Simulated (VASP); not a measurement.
Wanted: the native input for a VASP 6.6.1 run.

```yaml
Task: single point
Functional: PBE
Potentials_or_basis: VASP PAW PBE potentials, release 64 (B, N)
Cutoff: 520 eV
k_mesh: 9 × 9 × 4
Occupations: gaussian, width 0.01 eV
Spin: no spin polarisation
Dipole_correction: no
Further_INCAR_settings: ALGO = Normal; EDIFF = 1e-06; NBANDS = 16
```

The structure of BN lies in POSCAR:

```
BN
1.0
    2.4995763990      0.0000000000      0.0000000000
   -1.2497881995      2.1646966602      0.0000000000
    0.0000000000      0.0000000000      6.5842429432
B N
2 2
Direct
    0.0000000000      0.0000000000      0.7500000000
    0.0000000000      0.0000000000      0.2500000000
    0.6666666667      0.3333333333      0.2500000000
    0.3333333333      0.6666666667      0.7500000000
```

These files were run (other wordings do the same):

INCAR

```
SYSTEM = BN
PREC     = Accurate       ! precision mode
ENCUT    = 520            ! plane-wave cutoff, eV
EDIFF    = 1E-6           ! SCF threshold, eV
ISMEAR   = 0              ! smearing method
SIGMA    = 0.01           ! smearing width, eV
LREAL    = .FALSE.        ! projectors in reciprocal space
LASPH    = .TRUE.         ! aspherical terms in the spheres
NELM     = 80             ! most SCF steps
ALGO     = Normal         ! electronic algorithm
ISIF     = 2              ! what is computed and relaxed
LWAVE    = .FALSE.        ! write WAVECAR
LCHARG   = .TRUE.         ! write CHGCAR
GGA      = PE             ! functional
LELF     = .TRUE.         ! ELF
LVHAR    = .TRUE.       
NBANDS   = 16             ! bands
```

KPOINTS

```
regular mesh
0
G
  9 9 4
  0 0 0
```

Potentials or basis: VASP PAW PBE potentials, release 64 (B, N).

The run is started by

```sh
$ cat potpaw_PBE.64/B/POTCAR potpaw_PBE.64/N/POTCAR > POTCAR
$ mpirun -np 1 vasp_std > vasp.out
```

Results of the run:

```json
{
  "Pressure": "4.7 GPa",
  "Band gap on the k mesh": "3.59 eV, indirect (least direct gap 3.62 eV)"
}
```

Caveat: this functional lacks dispersion, which binds the layers, so the pressure and a relaxed spacing across them are unreliable.

Run time: 8.9 s on 1 thread of Intel(R) Xeon(R) 6975P-C (Granite Rapids), with other jobs on the host, peak memory 0.15 GiB.
